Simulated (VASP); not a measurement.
# TaN (P6_3/mmc) in VASP: notebook

Runs on TaN. Level: PBEsol. Tasks: single point.

All numbers are computed with VASP 6.6.1; they aren't measurements. Logs are shortened: lines on timing, memory, paths and dates and some standing lists are left out, and cuts for length are marked.

**1. The cell of the first run**

The structure is hexagonal, space group P6_3/mmc (No. 194). Conventional cell: a = 2.889 Å, b = 2.889 Å, c = 5.861 Å, α = 90.00°, β = 90.00°, γ = 120.00°. Ta (site symmetry -3m) has 6 N at 2.22 Å and 8 Ta at 2.89 to 2.93 Å within 3.0 Å. Within 2.9 Å of N (site symmetry -6m2) lie 6 Ta at 2.22 Å and 6 N at 2.89 Å.

**2. Single point, PBEsol**

INCAR

```
SYSTEM = TaN
PREC     = Accurate       ! precision mode
ENCUT    = 520            ! plane-wave cutoff, eV
EDIFF    = 1E-6           ! SCF threshold, eV
ISMEAR   = 0              ! smearing method
SIGMA    = 0.1            ! smearing width, eV
LREAL    = Auto         
LASPH    = .True.         ! aspherical terms in the spheres
NELM     = 80             ! most SCF steps
ALGO     = Normal         ! electronic algorithm
ISIF     = 2              ! what is computed and relaxed
LWAVE    = .False.        ! write WAVECAR
LCHARG   = .False.        ! write CHGCAR
GGA      = PS             ! functional
NBANDS   = 150            ! bands
LUSENCCL = .False.
```

KPOINTS

```
Automatic mesh
0
Gamma
  5 5 5
  0 0 0
```

POSCAR

```
TaN
1.0
   -7.2236643455     -2.5023507326      0.0000000000
   -1.4447328691      7.5070521979      0.0000000000
    4.3341986073     -2.5023507326     -5.8607958146
Ta N
16 16
Direct
    0.5000000000      0.5000000000      0.0000000000
    0.6250000000      0.8750000000      0.0000000000
    0.1250000000      0.3750000000      0.0000000000
    0.2500000000      0.7500000000      0.0000000000
    0.3750000000      0.1250000000      0.0000000000
    0.7500000000      0.2500000000      0.0000000000
    0.8750000000      0.6250000000      0.0000000000
    0.0000000000      0.0000000000      0.0000000000
    0.2500000000      0.2500000000      0.5000000000
    0.3750000000      0.6250000000      0.5000000000
    0.8750000000      0.1250000000      0.5000000000
    0.0000000000      0.5000000000      0.5000000000
    0.1250000000      0.8750000000      0.5000000000
    0.5000000000      0.0000000000      0.5000000000
    0.6250000000      0.3750000000      0.5000000000
    0.7500000000      0.7500000000      0.5000000000
    0.5833333333      0.3333333333      0.7500000000
    0.7083333333      0.7083333333      0.7500000000
    0.2083333333      0.2083333333      0.7500000000
    0.3333333333      0.5833333333      0.7500000000
    0.4583333333      0.9583333333      0.7500000000
    0.8333333333      0.0833333333      0.7500000000
    0.9583333333      0.4583333333      0.7500000000
    0.0833333333      0.8333333333      0.7500000000
    0.1666666667      0.9166666667      0.2500000000
    0.2916666667      0.2916666667      0.2500000000
    0.7916666667      0.7916666667      0.2500000000
    0.9166666667      0.1666666667      0.2500000000
    0.0416666667      0.5416666667      0.2500000000
    0.4166666667      0.6666666667      0.2500000000
    0.5416666667      0.0416666667      0.2500000000
    0.6666666667      0.4166666667      0.2500000000
```

Potentials or basis: VASP PAW PBE potentials, release 64 (Ta_pv, N).

Started as:

```
> cat potpaw_PBE.64/Ta_pv/POTCAR potpaw_PBE.64/N/POTCAR > POTCAR
> mpirun -np 1 vasp_std > vasp.out
```

OUTCAR:

```text
SYSTEM = TaN
   PREC = Accurate
   ENCUT = 520
   EDIFF = 1E-6
   ISMEAR = 0
   LREAL = Auto
   LASPH = .True.
   NELM = 80
   ISIF = 2
   GGA = PS

 ion  position               nearest neighbor table
   1  0.500  0.500  0.000-  20 2.22  32 2.22  30 2.22  17 2.22  19 2.22  27 2.22   4 2.89   6 2.89
                             5 2.89   2 2.89   3 2.89   7 2.89  16 2.93   9 2.93
   2  0.625  0.875  0.000-  21 2.22  27 2.22  18 2.22  31 2.22  28 2.22  20 2.22   5 2.89   7 2.89
                             6 2.89   1 2.89   4 2.89   8 2.89  11 2.93  10 2.93
   3  0.125  0.375  0.000-  23 2.22  26 2.22  19 2.22  29 2.22  22 2.22  30 2.22   5 2.89   7 2.89
                             4 2.89   8 2.89   1 2.89   6 2.89  10 2.93  11 2.93
   4  0.250  0.750  0.000-  24 2.22  30 2.22  25 2.22  20 2.22  23 2.22  31 2.22   1 2.89   8 2.89
                             5 2.89   3 2.89   7 2.89   2 2.89  14 2.93  12 2.93
   5  0.375  0.125  0.000-  19 2.22  31 2.22  26 2.22  21 2.22  24 2.22  32 2.22   2 2.89   3 2.89
                             1 2.89   4 2.89   6 2.89   8 2.89  15 2.93  13 2.93
   6  0.750  0.250  0.000-  17 2.22  28 2.22  22 2.22  32 2.22  29 2.22  21 2.22   1 2.89   8 2.89
                             7 2.89   2 2.89   3 2.89   5 2.89  12 2.93  14 2.93
   7  0.875  0.625  0.000-  18 2.22  29 2.22  27 2.22  23 2.22  17 2.22  25 2.22   2 2.89   3 2.89
                             6 2.89   8 2.89   1 2.89   4 2.89  13 2.93  15 2.93
   8  0.000  0.000  0.000-  22 2.22  25 2.22  24 2.22  28 2.22  26 2.22  18 2.22   4 2.89   6 2.89
                             3 2.89   7 2.89   2 2.89   5 2.89   9 2.93  16 2.93
   9  0.250  0.250  0.500-  17 2.22  28 2.22  25 2.22  20 2.22  26 2.22  19 2.22  12 2.89  14 2.89
[... 17 lines left out ...]
  19  0.208  0.208  0.750-   5 2.22  11 2.22   3 2.22  13 2.22   9 2.22   1 2.22
  20  0.333  0.583  0.750-   1 2.22  12 2.22   4 2.22   9 2.22  10 2.22   2 2.22
  21  0.458  0.958  0.750-   2 2.22  13 2.22   5 2.22  10 2.22  14 2.22   6 2.22
  22  0.833  0.083  0.750-   8 2.22  14 2.22   6 2.22  16 2.22  11 2.22   3 2.22
[... 8 lines left out ...]
  31  0.542  0.042  0.250-   5 2.22  11 2.22   2 2.22  15 2.22  14 2.22   4 2.22
  32  0.667  0.417  0.250-   1 2.22  12 2.22   6 2.22  16 2.22  15 2.22   5 2.22

  LATTYP: Found a face centered orthorhombic cell.
 ALAT       =    10.0094029306
 B/A-ratio  =     1.1547005384
 C/A-ratio  =     1.1710580252

  Lattice vectors:

 A1 = (   2.8894657382,   5.0047014653,  -5.8607958146)
 A2 = (  -4.3341986073,   2.5023507327,  -5.8607958146)
 A3 = (  -1.4447328691,   7.5070521979,   0.0000000000)

Analysis of symmetry for initial positions (statically):
=====================================================================
 Subroutine PRICEL returns following result:

  LATTYP: Found a hexagonal cell.
 ALAT       =     2.8894657382
 C/A-ratio  =     2.0283319982

  Lattice vectors:

 A1 = (  -1.4447328691,   2.5023507326,   0.0000000000)
 A2 = (   2.8894657382,  -0.0000000000,   0.0000000000)
 A3 = (  -0.0000000000,   0.0000000000,  -5.8607958146)

   8 primitive cells build up your supercell.

 Routine SETGRP: Setting up the symmetry group for a
 face centered orthorhombic supercell.

 Subroutine GETGRP returns: Found  8 space group operations
 (whereof  4 operations were pure point group operations)
 out of a pool of  8 trial point group operations.

The static configuration has the point symmetry C_2h.
 The point group associated with its full space group is D_2h.

Analysis of symmetry for dynamics (positions and initial velocities):
=====================================================================
 Subroutine PRICEL returns following result:

  LATTYP: Found a hexagonal cell.
 ALAT       =     2.8894657382
 C/A-ratio  =     2.0283319982

  Lattice vectors:

 A1 = (  -1.4447328691,   2.5023507326,   0.0000000000)
 A2 = (   2.8894657382,  -0.0000000000,   0.0000000000)
 A3 = (  -0.0000000000,   0.0000000000,  -5.8607958146)

   8 primitive cells build up your supercell.

 Routine SETGRP: Setting up the symmetry group for a
 face centered orthorhombic supercell.

 Subroutine GETGRP returns: Found  8 space group operations
 (whereof  4 operations were pure point group operations)
 out of a pool of  8 trial point group operations.

The dynamic configuration has the point symmetry C_2h.
 The point group associated with its full space group is D_2h.

 Subroutine INISYM returns: Found  8 space group operations
 (whereof  4 operations are pure point group operations),
 and found     8 'primitive' translations

----------------------------------------------------------------------------------------

                                     Primitive cell

  volume of cell :      42.3762

  direct lattice vectors                    reciprocal lattice vectors
    -1.444732869  2.502350733  0.000000000     0.000000000  0.399624236  0.000000000
     2.889465738 -0.000000000  0.000000000     0.346084740  0.199812118  0.000000000
[... 24 lines left out ...]
 generate k-points for:    5    5    5

 Generating k-lattice:

  Cartesian coordinates                     Fractional coordinates (reciprocal lattice)
    -0.025956356 -0.004995303 -0.017062529     0.200000000  0.000000000 -0.000000000
    -0.008652119  0.024976515 -0.017062529    -0.000000000  0.200000000  0.000000000
    -0.000000000  0.000000000 -0.034125058     0.000000000  0.000000000  0.200000000

  Length of vectors
     0.031461331  0.031461331  0.034125058

  Shift w.r.t. Gamma in fractional coordinates (k-lattice)
     0.000000000  0.000000000  0.000000000

 Subroutine IBZKPT returns following result:
 ===========================================

 Found     27 irreducible k-points:

 Following reciprocal coordinates:
            Coordinates               Weight
  0.000000  0.000000  0.000000      1.000000
  0.200000  0.000000  0.000000      8.000000
  0.400000  0.000000  0.000000      8.000000
  0.200000  0.200000  0.000000      4.000000
  0.400000  0.200000  0.000000      8.000000
 -0.400000  0.200000  0.000000      8.000000
[... 16 lines left out ...]
  0.200000  0.000000  0.400000      4.000000
 -0.200000  0.200000  0.400000      4.000000
 [... further k-points ...]
   k-points           NKPTS =     27   k-points in BZ     NKDIM =     27   number of bands    NBANDS=    150
   number of dos      NEDOS =    301   number of ions     NIONS =     32
   total plane-waves  NPLWV = 216000
   dimension x,y,z NGX =    60 NGY =   60 NGZ =   60
   dimension x,y,z NGXF=   120 NGYF=  120 NGZF=  120
   ions per type =              16  16
   NGX,Y,Z   is equivalent  to a cutoff of  13.05, 13.05, 12.94 a.u.
   NGXF,Y,Z  is equivalent  to a cutoff of  26.10, 26.10, 25.89 a.u.
 SYSTEM =  TaN
   PREC   = accura    normal or accurate (medium, high low for compatibility)
   ISTART =      0    job   : 0-new  1-cont  2-samecut
   ICHARG =      2    charge: 1-file 2-atom 10-const
   ISPIN  =      1    spin polarized calculation?
   LNONCOLLINEAR =      F non collinear calculations
   LSORBIT =      F    spin-orbit coupling
   LASPH  =      T    aspherical Exc in radial PAW
   ENCUT  =  520.0 eV  38.22 Ry    6.18 a.u.  14.21 14.21 14.33*2*pi/ulx,y,z
   NELM   =     80;   NELMIN=  2; NELMDL= -5     # of ELM steps
   EDIFF  = 0.1E-05   stopping-criterion for ELM
   LREAL  =      T    real-space projection
   EDIFFG = 0.1E-04   stopping-criterion for IOM
   NSW    =      0    number of steps for IOM
   IBRION =     -1    ionic relax: 0-MD 1-quasi-New 2-CG
   NFREE  =      0    steps in history (QN), initial steepest desc. (CG)
   ISIF   =      2    stress and relaxation
   ISYM   =      2    0-nonsym 1-usesym 2-fastsym
   POTIM  = 0.5000    time-step for ionic-motion
   TEBEG  =    0.0;   TEEND  =   0.0 temperature during run
   PSTRESS=    0.0 pullay stress
   NELECT =     256.0000    total number of electrons
   NUPDOWN=      -1.0000    fix difference up-down
   EMIN   =  10.00;   EMAX   =-10.00  energy-range for DOS
   EFERMI =   0.00;   METHOD = LEGACY
   ISMEAR =     0;   SIGMA  =   0.10  broadening in eV -4-tet -1-fermi 0-gaus
   EFERMI_NEDOS =   21; number of points for ismear=-14 and -15
   IALGO  =     38    algorithm
   IMIX   =      4    mixing-type and parameters
     AMIX     =   0.40;   BMIX     =  1.00
     AMIX_MAG =   1.60;   BMIX_MAG =  1.00
  volume/ion in A,a.u.               =      10.59        71.49
  Fermi-wavevector in a.u.,A,eV,Ry     =   1.490793  2.817191 30.238461  2.222464
  Thomas-Fermi vector in A             =   2.603530
   LORBIT       =      0    0 simple, 1 ext, 2 COOP (PROOUT), +10 PAW based schemes
   GGA     = PS    functional components
   LHFCALC =     F    Hartree Fock is set to
   AEXX    =    0.0000 exact exchange contribution
   IVDW    =     0    specifies the selected vdW correction
   LEPSILON=     F    determine dielectric tensor
   LRPA    =     F    only Hartree local field effects (RPA)
 non-spin polarized calculation
 Gauss-broadening in eV      SIGMA  =   0.10
  energy-cutoff  :      520.00
  volume of cell :      339.01
 maximum number of plane-waves:      9152
 NGX is ok and might be reduce to    60

 number of electron     256.0000054 magnetization

 Free energy of the ion-electron system (eV)
  ---------------------------------------------------
  ext. energy  EPLUGINS =         0.00000000
  ---------------------------------------------------
  free energy    TOTEN  =      -374.19222073 eV

  energy without entropy =     -374.14635535  energy(sigma->0) =     -374.16928804

 E-fermi :   8.2481     XC(G=0): -13.5999

 val. band max:        8.2290260485   @ k =  -0.4000   0.0000   0.2000
 cond. band min:       8.2605754564   @ k =  -0.2000   0.2000   0.0000
 fundamental gap:      0.0315494079
 Fermi energy:         8.2480537310

 k-point     1 :       0.0000    0.0000    0.0000
  band No.  band energies     occupation
      1     -27.3673      2.00000
      2     -27.2814      2.00000
      3     -27.2109      2.00000
      4     -27.1483      2.00000
      5     -27.1483      2.00000
      6     -27.0082      2.00000
[... 3421 lines left out ...]
    139      10.1676      0.00000
    140      10.6309      0.00000

 [... further k-points ...]

 [bands above 140 left out]

------------------------ aborting loop because EDIFF is reached ----------------------------------------

  FORCE on cell =-STRESS in cart. coord.  units (eV):
  Direction    XX          YY          ZZ          XY          YZ          ZX
  --------------------------------------------------------------------------------------
  -------------------------------------------------------------------------------------
  Total        1.8540288      2.3457309      1.7537273      0.4258265     -0.0000000      0.0000000
  in kB        8.7622321     11.0860407      8.2882020      2.0124772     -0.0000000      0.0000000
  external PRESSURE =       9.3788249 kB  Pullay stress =       0.0000000 kB

 VOLUME and BASIS-vectors are now :
 -----------------------------------------------------------------------------
  energy-cutoff  :      520.00
  volume of cell :      339.01
      direct lattice vectors                 reciprocal lattice vectors
    -7.223664345 -2.502350733  0.000000000    -0.129781778 -0.024976515 -0.085312646
    -1.444732869  7.507052198  0.000000000    -0.043260593  0.124882574 -0.085312646
     4.334198607 -2.502350733 -5.860795815    -0.000000000  0.000000000 -0.170625292

 POSITION                                       TOTAL-FORCE (eV/Angst)
 -----------------------------------------------------------------------------------
     -4.33420      2.50235      0.00000        -0.000000     -0.000000      0.000000
     -5.77893      5.00470      0.00000        -0.000000     -0.000000      0.000000
     -1.44473      2.50235      0.00000        -0.000000     -0.000000      0.000000
     -2.88947      5.00470      0.00000        -0.000000     -0.000000      0.000000
     -2.88947      0.00000      0.00000        -0.000000     -0.000000      0.000000
     -5.77893      0.00000      0.00000        -0.000000     -0.000000      0.000000
[... 24 lines left out ...]
     -2.88947     -1.66823     -1.46520        -0.010994      0.006347     -0.000000
     -4.33420      0.83412     -1.46520        -0.010994      0.006347     -0.000000
 -----------------------------------------------------------------------------------
    total drift:                               -0.000000     -0.000000     -0.000000

  FREE ENERGIE OF THE ION-ELECTRON SYSTEM (eV)
  ---------------------------------------------------
  free  energy   TOTEN  =      -374.1922207340 eV

  energy  without entropy=     -374.1463553494  energy(sigma->0) =     -374.16928804
```

It took 4.5 min on 1 × NVIDIA H100 80GB with 1 thread of AMD EPYC 7R13 (Zen 3), shared host; peak memory 2 GiB.

What came out:

```yaml
Free_energy: -374.1922 eV
Pressure: 0.9 GPa
Largest_force: 0.013 eV/Å
Band_gap_on_the_k_mesh: zero (bands 128 and 129 overlap by 0.77 eV)
```

Forces on the atoms (eV/Å):
```
Ta   0.000  0.000  0.000
Ta   0.000  0.000  0.000
Ta   0.000  0.000  0.000
Ta   0.000  0.000  0.000
Ta   0.000  0.000  0.000
Ta   0.000  0.000  0.000
Ta   0.000  0.000  0.000
Ta   0.000  0.000  0.000
Ta   0.000  0.000  0.000
Ta   0.000  0.000  0.000
Ta   0.000  0.000  0.000
Ta   0.000  0.000  0.000
Ta   0.000  0.000  0.000
Ta   0.000  0.000  0.000
Ta   0.000  0.000  0.000
Ta   0.000  0.000  0.000
N    0.011 -0.006  0.000
N    0.011 -0.006  0.000
N    0.011 -0.006  0.000
N    0.011 -0.006  0.000
N    0.011 -0.006  0.000
N    0.011 -0.006  0.000
N    0.011 -0.006  0.000
N    0.011 -0.006  0.000
N   -0.011  0.006  0.000
N   -0.011  0.006  0.000
N   -0.011  0.006  0.000
N   -0.011  0.006  0.000
N   -0.011  0.006  0.000
N   -0.011  0.006  0.000
N   -0.011  0.006  0.000
N   -0.011  0.006  0.000
```

Levels at points of the mesh, in eV from the Fermi level:
```
           k point  band 126  band 127  band 128  band 129  band 130  band 131
(0.00, 0.00, 0.00)     -0.58     -0.58     -0.23     -0.23      0.52      0.52
```

Caveat: the PAW data sets were made with another functional, which shifts forces and pressure a little; spin-orbit coupling is left out, which moves the levels of the heavy elements.

**3. Single point, PBEsol**

This run uses another cell than the first one: it holds 4 atoms, not 32.

INCAR

```
SYSTEM = TaN
PREC = Accurate ; ENCUT = 600
EDIFF = 1E-6 ; ISMEAR = 0
SIGMA = 0.1 ; LREAL = .False.
LASPH = .True. ; NELM = 120
ALGO = Normal ; ISIF = 2
LWAVE = .False. ; LCHARG = .True.
GGA = PS ; LELF = .True.
LVHAR = .True. ; ISYM = 0
NBANDS = 24 ; GGA_COMPAT = .False.
```

KPOINTS

```
Automatic mesh
0
Gamma
  12 3 28
  0 0 0
```

POSCAR

```
TaN
1.0
    2.8894657382      0.0000000000      0.0000000000
   -1.4447328691     11.9857193990      0.0000000000
    0.0000000000     -5.7316422047      1.2236033743
Ta N
2 2
Direct
    0.0000000000      0.0000000000      0.0000000000
    0.0000000000      0.0000000000      0.5000000000
    0.6666666667      0.3333333333      0.9166666667
    0.3333333333      0.6666666667      0.0833333333
```

Potentials or basis: VASP PAW PBE potentials, release 64 (Ta_pv, N).

Started as:

```
> cat potpaw_PBE.64/Ta_pv/POTCAR potpaw_PBE.64/N/POTCAR > POTCAR
> mpirun -np 1 vasp_std > vasp.out
```

Run time: 36 min. Hardware: 1 thread of Oxide Virtual Turin-like, shared host; peak memory 0.71 GiB.

It converged, with:

```
Free energy            : -46.7753 eV
Pressure               : 0.8 GPa
Largest force          : 0.008 eV/Å
Band gap on the k mesh : zero (bands 16 and 17 overlap by 1.10 eV)
```

Forces on the atoms (eV/Å):
```
Ta   0.000  0.000  0.000
Ta   0.000  0.000  0.000
N   -0.001 -0.004  0.007
N    0.001  0.004 -0.007
```

Stress tensor (GPa, compression positive):
```
 0.95 -0.01 -0.01
-0.01  0.75  0.01
-0.01  0.01  0.81
```

Levels at points of the mesh, in eV from the Fermi level:
```tsv
k point	band 12	band 13	band 14	band 15	band 16	band 17	band 18	band 19	band 20	band 21
(0.00, 0.00, 0.00)	-4.44	-3.52	-1.98	-1.98	-0.25	-0.25	0.57	0.57	2.45	3.45
(0.50, 0.00, 0.00)	-5.47	-4.13	-3.86	-2.80	-2.22	2.93	4.21	5.05	5.44	5.68
(0.00, 0.00, 0.50)	-3.93	-3.93	-3.93	-0.68	-0.68	1.03	1.03	1.03	1.03	4.46
(0.50, 0.00, 0.50)	-5.98	-4.43	-4.43	-2.27	-2.27	4.05	4.05	4.98	4.98	5.88
```

Caveat: the PAW data sets were made with another functional, which shifts forces and pressure a little; spin-orbit coupling is left out, which moves the levels of the heavy elements.

The gap in the log of VASP goes by the Fermi energy; the results here count the filled bands.